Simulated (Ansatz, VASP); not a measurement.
# Ti3Al3Cu2: VASP beside Ansatz

```
Ti Al Cu
1.0
     2.85778    0.00000    0.00000
     0.00000    2.85778    0.00000
     0.00000    0.00000   14.70751
Ti Al Cu
3 3 2
Cartesian
  0.0000 0.0000 7.3538
  1.4289 1.4289 12.7177
  1.4289 1.4289 1.9898
  0.0000 0.0000 3.9774
  0.0000 0.0000 10.7301
  0.0000 0.0000 0.0000
  1.4289 1.4289 9.1543
  1.4289 1.4289 5.5532
```

Alike in both runs: functional PBE; k mesh 12 × 12 × 2; occupations gaussian, width 0.1 eV; no spin polarisation.

Ansatz relaxed the structure, and its values are those at the end. VASP's run is a single point on that final structure, the one shown.

```csv
,VASP,Ansatz
version,VASP 6.6.1,Ansatz 0.2.0
potentials or method,"VASP PAW PBE potentials, release 64 (Ti_sv, Al, Cu), cutoff 520 eV","scalar-relativistic, plane waves, PAW"
valence electrons in the cell,67,83
```

|  | VASP | Ansatz | Ansatz less VASP |
| --- | --- | --- | --- |
| gap on the k mesh at the Fermi level (eV) | none | none | - |
| pressure (GPa) | 0.1 | 0.0 | -0.05 |
| rms of the force components (eV/Å) | 0.007 | 0.001 | -0.0060 |

A gap of «none» marks a metal or a gap that the smearing closes. VASP's potentials hold 67 valence electrons a cell and Ansatz's 83, so a difference there can come from the potentials and not from the codes.
